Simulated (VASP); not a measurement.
Set up this calculation in VASP 6.6.1, as the native input.

| Property | Result |
| --- | --- |
| Task | single point |
| Functional | PBEsol |
| Potentials or basis | VASP PAW PBE potentials, release 64 (Co, O) |
| Cutoff | 520 eV |
| k mesh | 18 × 18 × 8 |
| Occupations | gaussian, width 0.1 eV |
| Spin | collinear spin, antiferromagnetic start |
| Starting moments | [-2.29, 2.29, 0.17, -0.17] μB |
| Dipole correction | no |
| Further INCAR settings | ALGO = Normal; EDIFF = 1e-07; NBANDS = 27 |

The structure of CoO lies in POSCAR:

```
CoO
1.0
    3.1976457435      0.0000000000      0.0000000000
   -1.5988228718      2.7692424462      0.0000000000
    0.0000000000      0.0000000000      5.2287097100
Co O
2 2
Direct
    0.0000000000      0.0000000000      0.0034741400
    0.3333333300      0.6666666700      0.5033624100
    0.0000000000      0.0000000000      0.3716088500
    0.3333333300      0.6666666700      0.8715556000
```

One way to write it, as run:

INCAR

```
SYSTEM = CoO
  PREC = Accurate
  ENCUT = 520
  EDIFF = 1E-7
  ISMEAR = 0
  SIGMA = 0.1
  LREAL = .False.
  LASPH = .True.
  NELM = 150
  ALGO = Normal
  ISIF = 2
  LWAVE = .False.
  LCHARG = .False.
  ISPIN = 2
  MAGMOM = -2.29 2.29 0.17 -0.17
  LORBIT = 11
  LMAXMIX = 4
  GGA = PS
  NBANDS = 27
```

KPOINTS

```
regular mesh
0
Gamma
  18 18 8
  0 0 0
```

Potentials or basis: VASP PAW PBE potentials, release 64 (Co, O).

Run with:

```sh
$ cat potpaw_PBE.64/Co/POTCAR potpaw_PBE.64/O/POTCAR > POTCAR
$ mpirun -np 1 vasp_std > vasp.out
```

Results of the run:

| Quantity | Value |
| --- | --- |
| Pressure | -9.9 GPa |
| Largest force | 0.109 eV/Å |
| Band gap on the k mesh | zero (filled and empty bands overlap) |
| Net moment | 0.00 μB per cell |
| Site moments | Co -2.24, +2.24; O +0.16, -0.16 μB |
| Valence electrons inside the program's atomic spheres | Co 8.00; O 4.96 |

Caveat: the cell stands under tension; the PAW data sets were made with another functional, which shifts forces and pressure a little; semilocal functionals often make such compounds metallic where correlation or magnetic order opens a gap, which also shifts bond lengths.

Wall time 6 min on 1 thread of AMD EPYC 9R45 96-Core Processor (Zen 5), on a shared host, peak memory 0.5 GiB.
